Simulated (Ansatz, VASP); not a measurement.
## Nb: VASP beside Ansatz

```
Nb
1.0
     2.75595    0.00000    0.00000
     0.00000    2.75595    0.00000
     0.00000    0.00000    2.75595
Nb
1
Direct
  0.00000 0.00000 0.00000
```

Alike in both runs: task single point; functional PBEsol; k mesh 13 × 13 × 13; occupations fermi-dirac, width 0.1 eV; no spin polarisation.

|  | VASP | Ansatz |
| --- | --- | --- |
| version | VASP 6.6.1 | Ansatz 0.2.0 |
| potentials or method | VASP PAW PBE potentials, release 64 (Nb_sv), cutoff 520 eV | plane waves (420 eV) with PAW, scalar-relativistic |
| valence electrons in the cell | 13 | 13 |

VASP gave:

```
pressure (GPa) : -9.9
```

Question: Estimate Ansatz's values.

Answer: Pressure (GPa): -9.8.

VASP's potentials were made for PBE, not for PBEsol, and Ansatz warns of the same on its side.
